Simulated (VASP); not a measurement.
# Te: single point with r2SCAN

The system is Te.

```
Te
1.0
     2.36190    1.36364    1.50001
    -2.36190    1.36364    1.50001
     0.00000   -2.72729    1.50001
Te
1
Direct
  0.50000 0.50000 0.50000
```

| Item | Value |
| --- | --- |
| Program | VASP 6.6.1 |
| Task | single point |
| Functional | r2SCAN |
| Potentials or basis | VASP PAW PBE potentials, release 64 (Te) |
| Cutoff | 520 eV |
| k mesh | 11 × 11 × 11 |
| Occupations | gaussian, width 0.1 eV |
| Spin | no spin polarisation |
| Dipole correction | no |
| Further INCAR settings | ALGO = Normal; EDIFF = 1e-07; NBANDS = 9 |

The pressure is 5.0 GPa. The band gap on the k mesh is zero (band 3 reaches 10.11 eV, above the bottom of band 4 at 5.03 eV).

Levels at points of the mesh, in eV from the Fermi level:
| k point | band 1 | band 2 | band 3 | band 4 | band 5 | band 6 | band 7 | band 8 |
| --- | --- | --- | --- | --- | --- | --- | --- | --- |
| (0.00, 0.00, 0.00) | -14.99 | 0.98 | 2.25 | 2.25 | 6.85 | 6.85 | 8.25 | 15.95 |

Wall time 26 s on 1 thread of Intel(R) Xeon(R) 6975P-C (Granite Rapids), on a shared host, peak memory 0.17 GiB.

Caveat: the PAW data sets were made with another functional, which shifts forces and pressure a little; spin-orbit coupling is left out, which moves the levels of the heavy elements.
